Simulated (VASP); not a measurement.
Wanted: the native input for a VASP 6.6.1 run.

```yaml
Task: single point
Functional: PBEsol
Potentials_or_basis: VASP PAW PBE potentials, release 64 (Li_sv)
Cutoff: 520 eV
k_mesh: 18 × 18 × 10
Occupations: gaussian, width 0.15 eV
Spin: no spin polarisation
Dipole_correction: no
Further_INCAR_settings: ALGO = Fast; EDIFF = 1e-06; NBANDS = 10
```

The structure of Li lies in POSCAR:

```
Li
1.0
    3.1110021516      0.0000000000      0.0000000000
   -1.5555010758      2.6403227566      0.0000000000
    0.0000000000      0.0000000000      5.0930000000
Li
2
Direct
    0.3333333333      0.6666666667      0.2500000000
    0.6666666667      0.3333333333      0.7500000000
```

This cell differs from its parent crystal: strain -0.0200 x Voigt [0, 1, 0, 0, 0, 0].

One way to write it, as run:

INCAR

```
SYSTEM = Li
PREC = Accurate
ENCUT = 520
EDIFF = 1E-6
ISMEAR = 0
SIGMA = 0.15
LREAL = .False.
LASPH = .True.
NELM = 100
ALGO = Fast
ISIF = 2
LWAVE = .False.
LCHARG = .False.
GGA = PS
NBANDS = 10
```

KPOINTS

```
Automatic mesh
0
Gamma
  18 18 10
  0 0 0
```

Potentials or basis: VASP PAW PBE potentials, release 64 (Li_sv).

Launch:

```bash
$ cat potpaw_PBE.64/Li_sv/POTCAR > POTCAR
$ mpirun -np 1 vasp_std > vasp.out
```

It gave:

The largest force is 0.008 eV/Å. The band gap on the k mesh is zero (band 3 reaches 2.70 eV, above the bottom of band 4 at -1.89 eV).

Caveat: the cell differs from its parent crystal (strain -0.0200 x Voigt [0, 1, 0, 0, 0, 0]); the PAW data sets were made with another functional, which shifts forces and pressure a little.

Wall time 6.9 min on 1 thread of Oxide Virtual Turin-like Processor, on a shared host, peak memory 0.25 GiB.
